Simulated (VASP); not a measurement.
# MgO (P-6m2) in VASP: vibrations by perturbation theory with PBEsol

Aim: the vibrations by perturbation theory of MgO with PBEsol.

Everything below comes from runs of VASP 6.6.1. Logs are shortened: lines on timing, memory, paths and dates and some standing lists are left out, and cuts for length are marked.

## (1) The cell of the first run

Symmetry: P-6m2, No. 187, hexagonal system. The conventional cell has a = 2.938 Å, b = 2.938 Å, c = 2.680 Å, α = 90.00°, β = 90.00°, γ = 120.00°. Within 3.0 Å of Mg (site symmetry -6m2) lie 6 O at 2.16 Å and 8 Mg at 2.68 to 2.94 Å. Within 3.0 Å of O (site symmetry -6m2) lie 6 Mg at 2.16 Å and 8 O at 2.68 to 2.94 Å.

## (2) Vibrations by perturbation theory, PBEsol

INCAR

```
  ALGO = Normal
  EDIFF = 1E-8
  ENCUT = 600
  GGA = PS
  GGA_COMPAT = False
  IBRION = 8
  ISIF = 2
  ISMEAR = 0
  LASPH = True
  LCHARG = False
  LREAL = False
  LWAVE = False
  NELM = 120
  NSW = 1
  PREC = Accurate
  SIGMA = 0.01
```

KPOINTS

```
k-points
0
Gamma
  12 12 6
```

POSCAR

```
MgO
1.0
    2.9380200000      0.0000000000      0.0000000000
   -1.4690100000      2.5444000000      0.0000000000
    0.0000000000      0.0000000000      2.6796800000
Mg O
1 1
Direct
    0.0000000000      0.0000000000      0.0000000000
    0.3333333333      0.6666666667      0.5000000000
```

Potentials or basis: VASP PAW PBE potentials, release 64 (Mg, O).

Command:

```sh
cat potpaw_PBE.64/Mg/POTCAR potpaw_PBE.64/O/POTCAR > POTCAR
mpirun -np 1 vasp_std > vasp.out
```

OUTCAR:

```text
EDIFF = 1E-8
   ENCUT = 600
   GGA = PS
   IBRION = 8
   ISIF = 2
   ISMEAR = 0
   LASPH = True
   LREAL = False
   NELM = 120
   NSW = 1
   PREC = Accurate

 ion  position               nearest neighbor table
   1  0.000  0.000  0.000-   2 2.16   2 2.16   2 2.16   2 2.16   2 2.16   2 2.16
   2  0.333  0.667  0.500-   1 2.16   1 2.16   1 2.16   1 2.16   1 2.16   1 2.16

  LATTYP: Found a hexagonal cell.
 ALAT       =     2.9380200000
 C/A-ratio  =     0.9120700336

  Lattice vectors:

 A1 = (   2.9380200000,   0.0000000000,   0.0000000000)
 A2 = (  -1.4690100000,   2.5444000000,   0.0000000000)
 A3 = (   0.0000000000,   0.0000000000,   2.6796800000)

Analysis of symmetry for initial positions (statically):
=====================================================================
 Subroutine PRICEL returns:
 Original cell was already a primitive cell.

 Routine SETGRP: Setting up the symmetry group for a
 hexagonal supercell.

 Subroutine GETGRP returns: Found 12 space group operations
 (whereof 12 operations were pure point group operations)
 out of a pool of 24 trial point group operations.

The static configuration has the point symmetry D_3h.

Analysis of symmetry for dynamics (positions and initial velocities):
=====================================================================
 Subroutine PRICEL returns:
 Original cell was already a primitive cell.

 Routine SETGRP: Setting up the symmetry group for a
 hexagonal supercell.

 Subroutine GETGRP returns: Found 12 space group operations
 (whereof 12 operations were pure point group operations)
 out of a pool of 24 trial point group operations.

The dynamic configuration has the point symmetry D_3h.

 Subroutine INISYM returns: Found 12 space group operations
 (whereof 12 operations are pure point group operations),
 and found     1 'primitive' translations

----------------------------------------------------------------------------------------

                                     Primitive cell

  volume of cell :      20.0319

  direct lattice vectors                    reciprocal lattice vectors
     2.938020000  0.000000000  0.000000000     0.340365280  0.196509983  0.000000000
    -1.469010000  2.544400000  0.000000000     0.000000000  0.393019965  0.000000000
     0.000000000  0.000000000  2.679680000     0.000000000  0.000000000  0.373178887

  length of vectors
     2.938020000  2.938020037  2.679680000     0.393019970  0.393019965  0.373178887

  position of ions in fractional coordinates (direct lattice)
     0.000000000  0.000000000  0.000000000
     0.333333333  0.666666667  0.500000000

  ion indices of the primitive-cell ions
   primitive index   ion index
                 1           1
                 2           2

----------------------------------------------------------------------------------------

 KPOINTS: k-points

Automatic generation of k-mesh.
 Grid dimensions read from file:
 generate k-points for:   12   12    6

 Generating k-lattice:

  Cartesian coordinates                     Fractional coordinates (reciprocal lattice)
     0.028363773  0.016375832  0.000000000     0.083333333  0.000000000  0.000000000
     0.000000000  0.032751664  0.000000000     0.000000000  0.083333333  0.000000000
     0.000000000  0.000000000  0.062196481     0.000000000  0.000000000  0.166666667

  Length of vectors
     0.032751664  0.032751664  0.062196481

  Shift w.r.t. Gamma in fractional coordinates (k-lattice)
     0.000000000  0.000000000  0.000000000

 Subroutine IBZKPT returns following result:
 ===========================================

 Found     76 irreducible k-points:

 Following reciprocal coordinates:
            Coordinates               Weight
  0.000000  0.000000  0.000000      1.000000
  0.083333 -0.000000  0.000000      6.000000
  0.166667 -0.000000  0.000000      6.000000
  0.250000 -0.000000  0.000000      6.000000
  0.333333  0.000000  0.000000      6.000000
  0.416667 -0.000000  0.000000      6.000000
[... 16 lines left out ...]
  0.250000 -0.000000  0.166667     12.000000
  0.333333  0.000000  0.166667     12.000000
 [... further k-points ...]
   k-points           NKPTS =     76   k-points in BZ     NKDIM =     76   number of bands    NBANDS=      8
   number of dos      NEDOS =    301   number of ions     NIONS =      2
   total plane-waves  NPLWV =  13824
   dimension x,y,z NGX =    24 NGY =   24 NGZ =   24
   dimension x,y,z NGXF=    48 NGYF=   48 NGZF=   48
   ions per type =               1   1
   NGX,Y,Z   is equivalent  to a cutoff of  13.58, 13.58, 14.89 a.u.
   NGXF,Y,Z  is equivalent  to a cutoff of  27.16, 27.16, 29.78 a.u.
 SYSTEM =  unknown system
   PREC   = accura    normal or accurate (medium, high low for compatibility)
   ISTART =      0    job   : 0-new  1-cont  2-samecut
   ICHARG =      2    charge: 1-file 2-atom 10-const
   ISPIN  =      1    spin polarized calculation?
   LNONCOLLINEAR =      F non collinear calculations
   LSORBIT =      F    spin-orbit coupling
   LASPH  =      T    aspherical Exc in radial PAW
   ENCUT  =  600.0 eV  44.10 Ry    6.64 a.u.   5.87  5.87  5.35*2*pi/ulx,y,z
   NELM   =    120;   NELMIN=  2; NELMDL= -5     # of ELM steps
   EDIFF  = 0.1E-07   stopping-criterion for ELM
   LREAL  =      F    real-space projection
   EDIFFG = 0.1E-06   stopping-criterion for IOM
   NSW    =      1    number of steps for IOM
   IBRION =      8    ionic relax: 0-MD 1-quasi-New 2-CG
   NFREE  =      0    steps in history (QN), initial steepest desc. (CG)
   ISIF   =      2    stress and relaxation
   ISYM   =      2    0-nonsym 1-usesym 2-fastsym
   POTIM  = 0.5000    time-step for ionic-motion
   TEBEG  =    0.0;   TEEND  =   0.0 temperature during run
   PSTRESS=    0.0 pullay stress
   NELECT =       8.0000    total number of electrons
   NUPDOWN=      -1.0000    fix difference up-down
   EMIN   =  10.00;   EMAX   =-10.00  energy-range for DOS
   EFERMI =   0.00;   METHOD = LEGACY
   ISMEAR =     0;   SIGMA  =   0.01  broadening in eV -4-tet -1-fermi 0-gaus
   EFERMI_NEDOS =   21; number of points for ismear=-14 and -15
   IALGO  =     38    algorithm
   IMIX   =      4    mixing-type and parameters
     AMIX     =   0.40;   BMIX     =  1.00
     AMIX_MAG =   1.60;   BMIX_MAG =  1.00
  volume/ion in A,a.u.               =      10.02        67.59
  Fermi-wavevector in a.u.,A,eV,Ry     =   1.205583  2.278222 19.775123  1.453431
  Thomas-Fermi vector in A             =   2.341275
   LORBIT       =      0    0 simple, 1 ext, 2 COOP (PROOUT), +10 PAW based schemes
   GGA     = PS    functional components
   LHFCALC =     F    Hartree Fock is set to
   AEXX    =    0.0000 exact exchange contribution
   IVDW    =     0    specifies the selected vdW correction
   LEPSILON=     F    determine dielectric tensor
   LRPA    =     F    only Hartree local field effects (RPA)
 non-spin polarized calculation
 Gauss-broadening in eV      SIGMA  =   0.01
  energy-cutoff  :      600.00
  volume of cell :       20.03
 maximum number of plane-waves:       684
 NGX is ok and might be reduce to    24
   NGX = 11   NGY = 11   NGZ = 11

--------------------------------------- Ionic step        1  -------------------------------------------

 number of electron       7.9999996 magnetization

 Free energy of the ion-electron system (eV)
  ---------------------------------------------------
  ext. energy  EPLUGINS =         0.00000000
  ---------------------------------------------------
  free energy    TOTEN  =       -11.81816574 eV

  energy without entropy =      -11.81816574  energy(sigma->0) =      -11.81816574

 E-fermi :   3.2465     XC(G=0): -10.9540

 val. band max:        3.1839799373   @ k =   0.3333   0.3333   0.0000
 cond. band min:       6.1043718684   @ k =   0.0000   0.0000   0.0000
 fundamental gap:      2.9203919310
 Fermi energy:         3.2464811833

 k-point     1 :       0.0000    0.0000    0.0000
  band No.  band energies     occupation
      1     -14.1886      2.00000
      2       2.5764      2.00000
      3       2.5764      2.00000
      4       2.7781      2.00000
      5       6.1044      0.00000
      6      14.8773      0.00000
      7      18.6324      0.00000
      8      18.6324      0.00000
[... 243 lines left out ...]
 k-point    24 :       0.3333    0.0000    0.1667
  band No.  band energies     occupation
      1     -13.2322      2.00000
      2      -0.6493      2.00000
      3       1.8249      2.00000
      4       2.1411      2.00000
      5       9.7373      0.00000
      6      13.6438      0.00000
      7      17.4730      0.00000
      8      19.5006      0.00000

 [... further k-points ...]

------------------------ aborting loop because EDIFF is reached ----------------------------------------

  FORCE on cell =-STRESS in cart. coord.  units (eV):
  Direction    XX          YY          ZZ          XY          YZ          ZX
  --------------------------------------------------------------------------------------
  -------------------------------------------------------------------------------------
  Total       -0.5557782     -0.5557782     -0.5866896      0.0000000      0.0000000      0.0000000
  in kB      -44.4517634    -44.4517649    -46.9240909      0.0000000      0.0000000      0.0000000
  external PRESSURE =     -45.2758731 kB  Pullay stress =       0.0000000 kB

 VOLUME and BASIS-vectors are now :
 -----------------------------------------------------------------------------
  energy-cutoff  :      600.00
  volume of cell :       20.03
      direct lattice vectors                 reciprocal lattice vectors
     2.938020000  0.000000000  0.000000000     0.340365280  0.196509983  0.000000000
    -1.469010000  2.544400000  0.000000000     0.000000000  0.393019965  0.000000000
     0.000000000  0.000000000  2.679680000     0.000000000  0.000000000  0.373178887

 POSITION                                       TOTAL-FORCE (eV/Angst)
 -----------------------------------------------------------------------------------
      0.00000      0.00000      0.00000         0.000000      0.000000      0.000000
     -0.00000      1.69627      1.33984        -0.000000      0.000000      0.000000
 -----------------------------------------------------------------------------------
    total drift:                                0.000000     -0.000001     -0.000000

  FREE ENERGIE OF THE ION-ELECTRON SYSTEM (eV)
  ---------------------------------------------------
  free  energy   TOTEN  =       -11.8181657400 eV

  energy  without entropy=      -11.8181657400  energy(sigma->0) =      -11.81816574

[... ionic steps 2 to 3 ...]

--------------------------------------- Ionic step        4  -------------------------------------------

------------------------ aborting loop because EDIFF is reached ----------------------------------------
[... 11 lines left out ...]
[... ionic steps 8 to 8 ...]

--------------------------------------- Ionic step        9  -------------------------------------------

 Free energy of the ion-electron system (eV)
  ---------------------------------------------------
  ---------------------------------------------------
  free energy    TOTEN  =        -0.35765992 eV

  energy without entropy =       -0.35765992

------------------------ aborting loop because EDIFF is reached ----------------------------------------

 INTERNAL STRAIN TENSOR  FOR ION    2  DIRECTION 3   (eV/Angst):
 -----------------------------------------------------------------------------
     0.00862 -0.00000  0.00000
     0.00000  0.00862 -0.00000
     0.00000  0.00000 -0.00517

 INTERNAL STRAIN TENSOR FOR ION    2 for displacements in x,y,z  (eV/Angst):
          X           Y           Z          XY          YZ          ZX
  --------------------------------------------------------------------------------
  x     0.00000     0.00000     0.00000    -0.10261     0.00000     0.00000
  y    -0.10261     0.10261     0.00000     0.00000     0.00000     0.00000
  z     0.00000     0.00000     0.00000     0.00000     0.00000     0.00000

 SECOND DERIVATIVES (NOT SYMMETRIZED)
 ------------------------------------
               1X          1Y          1Z          2X          2Y          2Z
  1X    -3.310843    0.000000    0.000000    3.310843    0.000000    0.000000
  1Y     0.000000   -3.310843    0.000000   -0.000000    3.310843    0.000000
  1Z    -0.000000   -0.000000   -3.384673    0.000000    0.000000    3.384673
  2X     3.296402    0.000000    0.000000   -3.296402    0.000000    0.000000
  2Y     0.000000    3.296402    0.000000    0.000000   -3.296402    0.000000
  2Z    -0.000000    0.000000    3.363965    0.000000   -0.000000   -3.363965

 Eigenvectors and eigenvalues of the dynamical matrix
 ----------------------------------------------------

   1 f  =    9.242269 THz    58.070888 2PiTHz  308.288908 cm-1    38.222936 meV
             X         Y         Z           dx          dy          dz
      0.000000  0.000000  0.000000     0.000000   -0.000000   -0.631224
     -0.000000  1.696267  1.339840    -0.000000    0.000000    0.775601
[... 21 lines left out ...]
   6 f/i=    0.013884 THz     0.087235 2PiTHz    0.463117 cm-1     0.057419 meV
             X         Y         Z           dx          dy          dz
      0.000000  0.000000  0.000000     0.000000   -0.000000   -0.775601
     -0.000000  1.696267  1.339840    -0.000000    0.000000   -0.631224

--------------------------------------------------------------------------------------------------------

 ELASTIC MODULI CONTR FROM IONIC RELAXATION (kBar)
 Direction    XX          YY          ZZ          XY          YZ          ZX
 --------------------------------------------------------------------------------
 XX          -0.4216      0.4216      0.0000      0.0000      0.0000      0.0000
 YY           0.4216     -0.4216      0.0000     -0.0000      0.0000      0.0000
 ZZ           0.0000      0.0000      0.0000      0.0000      0.0000      0.0000
 XY           0.0000     -0.0000      0.0000     -0.4216      0.0000      0.0000
 YZ           0.0000      0.0000      0.0000      0.0000      0.0000      0.0000
 ZX           0.0000      0.0000      0.0000      0.0000      0.0000      0.0000
 --------------------------------------------------------------------------------
```

Run time: 3.1 min. Hardware: 1 thread of Intel Xeon 8259CL, shared host; peak memory 0.29 GiB.

What came out:

```yaml
Highest_phonon_frequency_at_Γ_LO-TO_splitting_left_out: 308 cm⁻¹
```

Phonon frequencies in cm⁻¹ (negative: imaginary):
```tsv
q point	frequencies
(0.000, 0.000, 0.000)	0 0 0 305 305 308
```

Caveat: the k points lie up to 0.39 Å⁻¹ apart; the cell stands under pressure or tension, which shifts response properties; the PAW data sets were made with another functional, which shifts forces and pressure a little.
